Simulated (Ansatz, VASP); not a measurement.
AgCl in VASP and in Ansatz

POSCAR

```
AgCl
1.0
    0.0000000000      2.7731838141      2.8009156523
    2.7731838141      0.0000000000      2.8009156523
    2.7731838141      2.7731838141      0.0000000000
Ag Cl
1 1
Direct
    0.0000000000      0.0000000000      0.0000000000
    0.5000000000      0.5000000000      0.5000000000
```

INCAR.step1

```
PREC     = Accurate       # precision mode
ENCUT    = 520            # plane-wave cutoff, eV
ISMEAR   = 0              # smearing method
SIGMA    = 0.01           # smearing width, eV
LREAL    = False          # projectors in reciprocal space
LASPH    = True           # aspherical terms in the spheres
NELM     = 100            # most SCF steps
NBANDS   = 16             # bands
GGA      = PE             # functional
ALGO     = Normal         # electronic algorithm
EDIFF    = 1E-4           # SCF threshold, eV
LWAVE    = True           # write WAVECAR
LCHARG   = False          # write CHGCAR
```

Contents of INCAR.step2:

```
PREC     = Accurate       # precision mode
ENCUT    = 520            # plane-wave cutoff, eV
EDIFF    = 1E-6           # SCF threshold, eV
ISMEAR   = 0              # smearing method
SIGMA    = 0.01           # smearing width, eV
LREAL    = False          # projectors in reciprocal space
LASPH    = True           # aspherical terms in the spheres
NELM     = 100            # most SCF steps
ALGO     = Normal         # electronic algorithm
ISIF     = 2              # what is computed and relaxed
LWAVE    = False          # write WAVECAR
LCHARG   = False          # write CHGCAR
METAGGA  = R2SCAN         # meta-GGA
LMIXTAU  = True         
NBANDS   = 16             # bands
ISTART   = 1
```

Contents of KPOINTS:

```
Automatic mesh
0
Gamma
  8 8 8
```

Input for Ansatz:

```yaml
crystal:
  lattice:
    - [0.0, 2.7731838141, 2.8009156523]
    - [2.7731838141, 0.0, 2.8009156523]
    - [2.7731838141, 2.7731838141, 0.0]
  atoms:
    - { symbol: Ag, position: [0.0, 0.0, 0.0] }
    - { symbol: Cl, position: [0.5, 0.5, 0.5] }
kpoints:
  mp_grid: { grid: [8, 8, 8] }
  band_path:
    path:
      - [0.0, 0.0, 0.0]
      - [0.5, 0.0, 0.5]
      - [0.625, 0.25, 0.625]
      - [0.375, 0.375, 0.75]
      - [0.5, 0.5, 0.5]
      - [0.5, 0.25, 0.75]
      - [0.0375, 0.0375, 0.075]
      - [0.0, 0.0, 0.5]
    npoints: 1
hamiltonian:
  xc: r2scan
scf:
  occupations: { method: fixed }
  n_extra_bands: 4
output:
  forces: true
  stress: true
  eigenvalues: true
```

Change from the starting cell: uniaxial_z strain +1.0%.

Alike in both runs: task single point; functional r2SCAN; k mesh 8 × 8 × 8; no spin polarisation.

|  | VASP | Ansatz |
| --- | --- | --- |
| version | VASP 6.6.1 | Ansatz 0.2.0 |
| potentials or method | VASP PAW PBE potentials, release 64 (Ag, Cl) | plane waves, PAW |
| plane-wave cutoff (eV) | 520 | 500 |
| occupations | gaussian, width 0.01 eV | fixed |
| valence electrons in the cell | 18 | 26 |

```tsv
	VASP	Ansatz	Ansatz less VASP
gap on the k mesh at the Fermi level (eV)	1.39	1.44	+0.053
pressure (GPa)	-0.6	-0.5	+0.08
traceless stress, the component that is largest in VASP (GPa)	-0.17	-0.17	-0.004
```

VASP's potentials were made for PBE, not for r2SCAN. VASP's potentials hold 18 valence electrons a cell and Ansatz's 26, so a difference there can come from the potentials and not from the codes.
